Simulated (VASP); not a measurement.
# Ga3Sb (I4/mmm) in VASP: notebook

The runs below take Ga3Sb through single point, with PBE+D3(BJ), LDA.

Program: VASP 6.6.1. These are calculated values, not measurements. Logs are shortened: lines on timing, memory, paths and dates and some standing lists are left out, and cuts for length are marked.

### Step 1. The cell of the first run

The structure is tetragonal, space group I4/mmm (No. 139). The conventional cell has a = 4.493 Å, b = 4.493 Å, c = 8.270 Å, α = 90.00°, β = 90.00°, γ = 90.00°. Within 4.0 Å of Ga (site symmetry -4m2) lie 8 Ga at 3.05 to 3.18 Å and 4 Sb at 3.05 Å. Ga (site symmetry 4/mmm) has 8 Ga at 3.05 Å and 4 Sb at 3.18 Å within 4.0 Å. Sb (site symmetry 4/mmm) has 12 Ga at 3.05 to 3.18 Å within 4.0 Å.

### Step 2. Single point, PBE+D3(BJ)

INCAR reads:

```
SYSTEM = Ga3Sb
PREC     = Accurate       ! precision mode
ENCUT    = 520            ! plane-wave cutoff, eV
EDIFF    = 1E-6           ! SCF threshold, eV
ISMEAR   = 0              ! smearing method
SIGMA    = 0.1            ! smearing width, eV
LREAL    = .False.        ! projectors in reciprocal space
LASPH    = .True.         ! aspherical terms in the spheres
NELM     = 80             ! most SCF steps
ALGO     = Fast           ! electronic algorithm
ISIF     = 2              ! what is computed and relaxed
LWAVE    = .False.        ! write WAVECAR
LCHARG   = .False.        ! write CHGCAR
GGA      = PE             ! functional
IVDW     = 12             ! dispersion correction
NBANDS   = 30             ! bands
```

KPOINTS reads:

```
Automatic mesh
0
Gamma
  14 14 14
  0 0 0
```

POSCAR reads:

```
Ga3Sb
1.0
   -2.2464493606      2.2464493606      4.1351828121
    2.2464493606     -2.2464493606      4.1351828121
    2.2464493606      2.2464493606     -4.1351828121
Ga Sb
3 1
Direct
    0.7500000000      0.2500000000      0.5000000000
    0.2500000000      0.7500000000      0.5000000000
    0.5000000000      0.5000000000      0.0000000000
    0.0000000000      0.0000000000      0.0000000000
```

Potentials or basis: VASP PAW PBE potentials, release 64 (Ga_d, Sb).

Command:

```sh
> cat potpaw_PBE.64/Ga_d/POTCAR potpaw_PBE.64/Sb/POTCAR > POTCAR
> mpirun -np 1 vasp_std > vasp.out
```

OUTCAR:

```text
SYSTEM = Ga3Sb
   PREC = Accurate
   ENCUT = 520
   EDIFF = 1E-6
   ISMEAR = 0
   LREAL = .False.
   LASPH = .True.
   NELM = 80
   ISIF = 2
   GGA = PE
   IVDW = 12
 IVDW          = 12

 ion  position               nearest neighbor table
   1  0.750  0.250  0.500-   4 3.05   4 3.05   4 3.05   4 3.05
   2  0.250  0.750  0.500-   4 3.05   4 3.05   4 3.05   4 3.05
   3  0.500  0.500  0.000-   4 3.18   4 3.18   4 3.18   4 3.18
   4  0.000  0.000  0.000-   1 3.05   2 3.05   1 3.05   2 3.05   1 3.05   2 3.05   1 3.05   2 3.05
                             3 3.18   3 3.18   3 3.18   3 3.18

  LATTYP: Found a body centered tetragonal cell.
 ALAT       =     4.4928987212
 C/A-ratio  =     1.8407638670

  Lattice vectors:

 A1 = (  -2.2464493606,   2.2464493606,   4.1351828121)
 A2 = (   2.2464493606,  -2.2464493606,   4.1351828121)
 A3 = (   2.2464493606,   2.2464493606,  -4.1351828121)

Analysis of symmetry for initial positions (statically):
=====================================================================
 Subroutine PRICEL returns:
 Original cell was already a primitive cell.

 Routine SETGRP: Setting up the symmetry group for a
 body centered tetragonal supercell.

 Subroutine GETGRP returns: Found 16 space group operations
 (whereof 16 operations were pure point group operations)
 out of a pool of 16 trial point group operations.

The static configuration has the point symmetry D_4h.

Analysis of symmetry for dynamics (positions and initial velocities):
=====================================================================
 Subroutine PRICEL returns:
 Original cell was already a primitive cell.

 Routine SETGRP: Setting up the symmetry group for a
 body centered tetragonal supercell.

 Subroutine GETGRP returns: Found 16 space group operations
 (whereof 16 operations were pure point group operations)
 out of a pool of 16 trial point group operations.

The dynamic configuration has the point symmetry D_4h.

 Subroutine INISYM returns: Found 16 space group operations
 (whereof 16 operations are pure point group operations),
 and found     1 'primitive' translations

----------------------------------------------------------------------------------------

                                     Primitive cell

  volume of cell :      83.4734

  direct lattice vectors                    reciprocal lattice vectors
    -2.246449361  2.246449361  4.135182812     0.000000000  0.222573457  0.120913639
     2.246449361 -2.246449361  4.135182812     0.222573457  0.000000000  0.120913639
     2.246449361  2.246449361 -4.135182812     0.222573457  0.222573457  0.000000000

  length of vectors
     5.214672219  5.214672219  5.214672219     0.253296371  0.253296371  0.314766401

  position of ions in fractional coordinates (direct lattice)
     0.750000000  0.250000000  0.500000000
     0.250000000  0.750000000  0.500000000
     0.500000000  0.500000000  0.000000000
     0.000000000  0.000000000  0.000000000

  ion indices of the primitive-cell ions
   primitive index   ion index
                 1           1
                 2           2
                 3           3
                 4           4

----------------------------------------------------------------------------------------

 KPOINTS: Automatic mesh

Automatic generation of k-mesh.
 Grid dimensions read from file:
 generate k-points for:   14   14   14

 Generating k-lattice:

  Cartesian coordinates                     Fractional coordinates (reciprocal lattice)
     0.000000000  0.015898104  0.008636688     0.071428571  0.000000000 -0.000000000
     0.015898104  0.000000000  0.008636688     0.000000000  0.071428571 -0.000000000
     0.015898104  0.015898104  0.000000000     0.000000000  0.000000000  0.071428571

  Length of vectors
     0.018092598  0.018092598  0.022483314

  Shift w.r.t. Gamma in fractional coordinates (k-lattice)
     0.000000000  0.000000000  0.000000000

 Subroutine IBZKPT returns following result:
 ===========================================

 Found    244 irreducible k-points:

 Following reciprocal coordinates:
            Coordinates               Weight
  0.000000  0.000000  0.000000      1.000000
  0.071429  0.000000 -0.000000      8.000000
  0.142857 -0.000000  0.000000      8.000000
  0.214286  0.000000  0.000000      8.000000
  0.285714  0.000000 -0.000000      8.000000
  0.357143  0.000000 -0.000000      8.000000
[... 16 lines left out ...]
  0.214286  0.142857 -0.000000     16.000000
  0.285714  0.142857  0.000000     16.000000
 [... further k-points ...]
   k-points           NKPTS =    244   k-points in BZ     NKDIM =    244   number of bands    NBANDS=     30
   number of dos      NEDOS =    301   number of ions     NIONS =      4
   total plane-waves  NPLWV =  64000
   dimension x,y,z NGX =    40 NGY =   40 NGZ =   40
   dimension x,y,z NGXF=    80 NGYF=   80 NGZF=   80
   ions per type =               3   1
   NGX,Y,Z   is equivalent  to a cutoff of  12.75, 12.75, 12.75 a.u.
   NGXF,Y,Z  is equivalent  to a cutoff of  25.50, 25.50, 25.50 a.u.
 SYSTEM =  Ga3Sb
   PREC   = accura    normal or accurate (medium, high low for compatibility)
   ISTART =      0    job   : 0-new  1-cont  2-samecut
   ICHARG =      2    charge: 1-file 2-atom 10-const
   ISPIN  =      1    spin polarized calculation?
   LNONCOLLINEAR =      F non collinear calculations
   LSORBIT =      F    spin-orbit coupling
   LASPH  =      T    aspherical Exc in radial PAW
   ENCUT  =  520.0 eV  38.22 Ry    6.18 a.u.   9.70  9.70  9.70*2*pi/ulx,y,z
   NELM   =     80;   NELMIN=  2; NELMDL= -5     # of ELM steps
   EDIFF  = 0.1E-05   stopping-criterion for ELM
   LREAL  =      F    real-space projection
   EDIFFG = 0.1E-04   stopping-criterion for IOM
   NSW    =      0    number of steps for IOM
   IBRION =     -1    ionic relax: 0-MD 1-quasi-New 2-CG
   NFREE  =      0    steps in history (QN), initial steepest desc. (CG)
   ISIF   =      2    stress and relaxation
   ISYM   =      2    0-nonsym 1-usesym 2-fastsym
   POTIM  = 0.5000    time-step for ionic-motion
   TEBEG  =    0.0;   TEEND  =   0.0 temperature during run
   PSTRESS=    0.0 pullay stress
   NELECT =      44.0000    total number of electrons
   NUPDOWN=      -1.0000    fix difference up-down
   EMIN   =  10.00;   EMAX   =-10.00  energy-range for DOS
   EFERMI =   0.00;   METHOD = LEGACY
   ISMEAR =     0;   SIGMA  =   0.10  broadening in eV -4-tet -1-fermi 0-gaus
   EFERMI_NEDOS =   21; number of points for ismear=-14 and -15
   IALGO  =     68    algorithm
   IMIX   =      4    mixing-type and parameters
     AMIX     =   0.40;   BMIX     =  1.00
     AMIX_MAG =   1.60;   BMIX_MAG =  1.00
  volume/ion in A,a.u.               =      20.87       140.83
  Fermi-wavevector in a.u.,A,eV,Ry     =   1.322441  2.499052 23.794562  1.748851
  Thomas-Fermi vector in A             =   2.452122
   LORBIT       =      0    0 simple, 1 ext, 2 COOP (PROOUT), +10 PAW based schemes
   GGA     = PE    functional components
   LHFCALC =     F    Hartree Fock is set to
   AEXX    =    0.0000 exact exchange contribution
   IVDW    =    12    specifies the selected vdW correction
   LEPSILON=     F    determine dielectric tensor
   LRPA    =     F    only Hartree local field effects (RPA)
 non-spin polarized calculation
 RMM-DIIS sequential band-by-band and
 Gauss-broadening in eV      SIGMA  =   0.10
  energy-cutoff  :      520.00
  volume of cell :       83.47
 maximum number of plane-waves:      2299
   NGX = 19   NGY = 19   NGZ = 19

 number of electron      43.9999986 magnetization

 Free energy of the ion-electron system (eV)
  ---------------------------------------------------
  ext. energy  EPLUGINS =         0.00000000
  ---------------------------------------------------
  free energy    TOTEN  =       -12.55163734 eV

  energy without entropy =      -12.54563265  energy(sigma->0) =      -12.54863500

 E-fermi :   6.5987     XC(G=0): -10.7573

 val. band max:        6.5811010838   @ k =  -0.0714   0.2857   0.0714
 cond. band min:       6.6004633417   @ k =  -0.1429   0.3571   0.1429
 fundamental gap:      0.0193622579
 Fermi energy:         6.5986960669

 k-point     1 :       0.0000    0.0000    0.0000
  band No.  band energies     occupation
      1      -8.4029      2.00000
      2      -8.3734      2.00000
      3      -8.3493      2.00000
      4      -8.3371      2.00000
      5      -8.3371      2.00000
      6      -8.3188      2.00000
[... 22 lines left out ...]
     29      12.6463      0.00000
     30      12.9950      0.00000

 k-point     2 :       0.0714    0.0000   -0.0000
  band No.  band energies     occupation
      1      -8.4005      2.00000
      2      -8.3728      2.00000
      3      -8.3515      2.00000
      4      -8.3422      2.00000
      5      -8.3357      2.00000
      6      -8.3202      2.00000
[... 22 lines left out ...]
     29      12.9799      0.00000
     30      13.3296      0.00000

 k-point     3 :       0.1429   -0.0000    0.0000
  band No.  band energies     occupation
      1      -8.3935      2.00000
      2      -8.3729      2.00000
      3      -8.3516      2.00000
      4      -8.3515      2.00000
      5      -8.3360      2.00000
      6      -8.3168      2.00000
[... 22 lines left out ...]
     29      13.7965      0.00000
     30      14.1540      0.00000

 k-point     4 :       0.2143    0.0000    0.0000
  band No.  band energies     occupation
      1      -8.3826      2.00000
      2      -8.3746      2.00000
      3      -8.3609      2.00000
      4      -8.3446      2.00000
      5      -8.3374      2.00000
      6      -8.3089      2.00000
[... 22 lines left out ...]
     29      13.9751      0.00000
     30      14.8246      0.00000

 k-point     5 :       0.2857    0.0000   -0.0000
  band No.  band energies     occupation
      1      -8.3744      2.00000
      2      -8.3731      2.00000
      3      -8.3641      2.00000
      4      -8.3387      2.00000
      5      -8.3328      2.00000
      6      -8.2995      2.00000
[... 22 lines left out ...]
     29      12.7943      0.00000
     30      13.4813      0.00000
[... 526 lines left out ...]
     29      12.8505      0.00000
     30      13.8993      0.00000

 k-point    22 :       0.1429    0.1429    0.0000
  band No.  band energies     occupation
      1      -8.3895      2.00000
      2      -8.3792      2.00000
      3      -8.3575      2.00000
      4      -8.3538      2.00000
      5      -8.3253      2.00000
      6      -8.3253      2.00000
[... 22 lines left out ...]
     29      12.8699      0.00000
     30      13.2660      0.00000

 k-point    23 :       0.2143    0.1429   -0.0000
  band No.  band energies     occupation
      1      -8.3915      2.00000
      2      -8.3728      2.00000
      3      -8.3610      2.00000
      4      -8.3468      2.00000
      5      -8.3303      2.00000
      6      -8.3133      2.00000
[... 22 lines left out ...]
     29      11.6421      0.00000
     30      13.8220      0.00000

 k-point    24 :       0.2857    0.1429    0.0000
  band No.  band energies     occupation
      1      -8.3921      2.00000
      2      -8.3645      2.00000
      3      -8.3599      2.00000
      4      -8.3390      2.00000
      5      -8.3321      2.00000
      6      -8.3002      2.00000
[... 22 lines left out ...]
     29      12.1259      0.00000
     30      14.1350      0.00000

 [... further k-points ...]

------------------------ aborting loop because EDIFF is reached ----------------------------------------

 Edisp (eV)   -1.42833

 E8    (eV) :    -0.6632

  FORCE on cell =-STRESS in cart. coord.  units (eV):
  Direction    XX          YY          ZZ          XY          YZ          ZX
  --------------------------------------------------------------------------------------
  -------------------------------------------------------------------------------------
  Total      -0.00515    -0.00515     0.00573     0.00000    -0.00000     0.00000
  in kB      -0.09886    -0.09886     0.10997     0.00000    -0.00000     0.00000
  external pressure =       -0.03 kB  Pullay stress =        0.00 kB

 VOLUME and BASIS-vectors are now :
 -----------------------------------------------------------------------------
  energy-cutoff  :      520.00
  volume of cell :       83.47
      direct lattice vectors                 reciprocal lattice vectors
    -2.246449361  2.246449361  4.135182812     0.000000000  0.222573457  0.120913639
     2.246449361 -2.246449361  4.135182812     0.222573457  0.000000000  0.120913639
     2.246449361  2.246449361 -4.135182812     0.222573457  0.222573457  0.000000000

 POSITION                                       TOTAL-FORCE (eV/Angst)
 -----------------------------------------------------------------------------------
      0.00000      2.24645      2.06759        -0.000000     -0.000000     -0.000000
      2.24645      0.00000      2.06759         0.000000     -0.000000      0.000000
      0.00000      0.00000      4.13518        -0.000000      0.000000      0.000000
      0.00000      0.00000      0.00000        -0.000000      0.000000      0.000000
 -----------------------------------------------------------------------------------
    total drift:                               -0.000000     -0.000000      0.000000

  FREE ENERGIE OF THE ION-ELECTRON SYSTEM (eV)
  ---------------------------------------------------
  free  energy   TOTEN  =       -13.9799676567 eV

  energy  without entropy=      -13.9739629618  energy(sigma->0) =      -13.97696531
```

It took 14 min on 1 thread of Oxide Virtual Turin-like, shared host; peak memory 0.59 GiB.

What came out:

* Free energy: -13.9800 eV
* Pressure: 0.0 GPa
* Band gap on the k mesh: zero (band 22 reaches 9.35 eV, above the bottom of band 23 at 4.77 eV)
* Dispersion energy per atom: -0.357 eV

Levels at points of the mesh, in eV from the Fermi level:
| k point | band 18 | band 19 | band 20 | band 21 | band 22 | band 23 | band 24 | band 25 | band 26 | band 27 |
| --- | --- | --- | --- | --- | --- | --- | --- | --- | --- | --- |
| (0.00, 0.00, 0.00) | -3.00 | -2.54 | -2.09 | -1.99 | -1.99 | -0.62 | -0.62 | 0.12 | 0.36 | 2.82 |
| (0.50, 0.00, 0.00) | -5.05 | -4.54 | -1.80 | -1.41 | -1.01 | -0.44 | 2.00 | 3.00 | 3.45 | 3.85 |
| (0.50, 0.50, 0.00) | -5.99 | -5.29 | -4.94 | -4.53 | 1.02 | 1.18 | 1.65 | 1.80 | 5.92 | 6.71 |
| (0.50, 0.50, 0.50) | -4.67 | -3.80 | -3.80 | -3.50 | 2.75 | 3.82 | 3.82 | 4.18 | 5.14 | 5.15 |

Caveat: spin-orbit coupling is left out, which moves the levels of the heavy elements; pairwise dispersion overbinds metals, which lowers pressure and volume.

### Step 3. Single point, LDA

INCAR reads:

```
ALGO     = Fast           # electronic algorithm
EDIFF    = 1E-7           # SCF threshold, eV
ENCUT    = 520            # plane-wave cutoff, eV
ISIF     = 2              # what is computed and relaxed
ISMEAR   = 0              # smearing method
LASPH    = True           # aspherical terms in the spheres
LCHARG   = False          # write CHGCAR
LREAL    = False          # projectors in reciprocal space
LWAVE    = False          # write WAVECAR
NBANDS   = 30             # bands
NELM     = 100            # most SCF steps
PREC     = Accurate       # precision mode
SIGMA    = 0.1            # smearing width, eV
```

KPOINTS reads:

```
k-points
0
Gamma
  14 14 14
```

POSCAR reads:

```
Ga3Sb
1.0
   -2.2464493642      2.2464493642      4.1351827941
    2.2464493642     -2.2464493642      4.1351827941
    2.2464493642      2.2464493642     -4.1351827941
Ga Sb
3 1
Direct
    0.7500000000      0.2500000000      0.5000000000
    0.2500000000      0.7500000000      0.5000000000
    0.5000000000      0.5000000000      0.0000000000
    0.0000000000      0.0000000000      0.0000000000
```

Potentials or basis: VASP PAW LDA potentials, release 64 (Ga_d, Sb).

Command:

```sh
> cat potpaw_LDA.64/Ga_d/POTCAR potpaw_LDA.64/Sb/POTCAR > POTCAR
> mpirun -np 1 vasp_std > vasp.out
```

Run time: 27 min. Hardware: 1 thread of Oxide Virtual Turin-like, shared host; peak memory 0.54 GiB.

It converged, with:

| Quantity | Value |
| --- | --- |
| Free energy | -15.1992 eV |
| Pressure | -1.9 GPa |
| Band gap on the k mesh | zero (band 22 reaches 9.09 eV, above the bottom of band 23 at 4.54 eV) |

Levels at points of the mesh, in eV from the Fermi level:
```csv
k point,band 18,band 19,band 20,band 21,band 22,band 23,band 24,band 25,band 26,band 27
"(0.00, 0.00, 0.00)",-2.97,-2.64,-2.17,-1.96,-1.96,-0.59,-0.59,0.15,0.41,2.79
"(0.50, 0.00, 0.00)",-5.09,-4.55,-1.77,-1.44,-1.00,-0.42,1.95,2.96,3.46,3.86
"(0.50, 0.50, 0.00)",-6.01,-5.33,-4.89,-4.49,1.03,1.13,1.62,1.82,5.86,6.63
"(0.50, 0.50, 0.50)",-4.72,-3.77,-3.77,-3.55,2.71,3.79,3.79,4.14,5.10,5.11
```

Caveat: spin-orbit coupling is left out, which moves the levels of the heavy elements.
